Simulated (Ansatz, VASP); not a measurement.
## MgSi2N2: VASP beside Ansatz

INCAR

```
SYSTEM = MgSi2N2
PREC = Accurate ; ENCUT = 840
EDIFF = 1E-6 ; ISMEAR = 0
SIGMA = 0.2 ; LREAL = .False.
LASPH = .True. ; NELM = 120
ALGO = Normal ; ISIF = 2
LWAVE = .False. ; LCHARG = .False.
GGA = PE ; NBANDS = 39
GGA_COMPAT = .False.
```

The input KPOINTS:

```
regular mesh
0
Gamma
  6 6 2
  0 0 0
```

POSCAR

```
MgSi2N2
1.0
    3.3893181609      0.0000000000      0.0000000000
   -1.6946590804      2.9352356288      0.0000000000
    0.0000000000      0.0000000000     13.9527772268
Mg Si N
2 4 4
Direct
    0.0000000000      0.0000000000      0.5000000000
    0.0000000000      0.0000000000      0.0000000000
    0.3333333333      0.6666666667      0.1979281305
    0.3333333333      0.6666666667      0.6979281305
    0.6666666667      0.3333333333      0.3020718695
    0.6666666667      0.3333333333      0.8020718695
    0.3333333333      0.6666666667      0.0815386898
    0.3333333333      0.6666666667      0.5815386898
    0.6666666667      0.3333333333      0.4184613102
    0.6666666667      0.3333333333      0.9184613102
```

Input for Ansatz:

```yaml
crystal:
  lattice:
    - [3.3893181609, 0.0, 0.0]
    - [-1.6946590804, 2.9352356288, 0.0]
    - [0.0, 0.0, 13.9527772268]
  atoms:
    - { symbol: Mg, position: [0.0, 0.0, 0.5] }
    - { symbol: Mg, position: [0.0, 0.0, 0.0] }
    - { symbol: Si, position: [0.3333333333, 0.6666666667, 0.1979281305] }
    - { symbol: Si, position: [0.3333333333, 0.6666666667, 0.6979281305] }
    - { symbol: Si, position: [0.6666666667, 0.3333333333, 0.3020718695] }
    - { symbol: Si, position: [0.6666666667, 0.3333333333, 0.8020718695] }
    - { symbol: "N", position: [0.3333333333, 0.6666666667, 0.0815386898] }
    - { symbol: "N", position: [0.3333333333, 0.6666666667, 0.5815386898] }
    - { symbol: "N", position: [0.6666666667, 0.3333333333, 0.4184613102] }
    - { symbol: "N", position: [0.6666666667, 0.3333333333, 0.9184613102] }
basis:
  ecutwfc: 420
kpoints:
  mp_grid: { grid: [6, 6, 2] }
hamiltonian:
  xc: pbe
scf:
  occupations: { method: gaussian, width: 0.2 }
  lower_state_search: "off"
output:
  forces: true
  stress: true
  eigenvalues: true
```

Alike in both runs: task single point; functional PBE; k mesh 6 × 6 × 2; occupations gaussian, width 0.2 eV; no spin polarisation.

```csv
,VASP,Ansatz
version,VASP 6.6.1,Ansatz 0.2.0
potentials or method,"VASP PAW PBE potentials, release 64 (Mg_sv, Si, N), cutoff 840 eV","scalar-relativistic, plane waves, PAW"
valence electrons in the cell,56,56
```

|  | VASP | Ansatz | Ansatz less VASP |
| --- | --- | --- | --- |
| gap on the k mesh at the Fermi level (eV) | none | none | - |
| pressure (GPa) | 0.2 | 0.2 | -0.03 |
| traceless stress, the component that is largest in VASP (GPa) | 0.09 | -0.26 | -0.346 |
| rms of the force components (eV/Å) | 0.058 | 0.019 | -0.0385 |

Atom by atom the forces differ by 0.039 eV/Å (rms over components). A gap of «none» marks a metal or a gap that the smearing closes. The functional is the same, so the differences come from potentials, cutoffs and numerics.
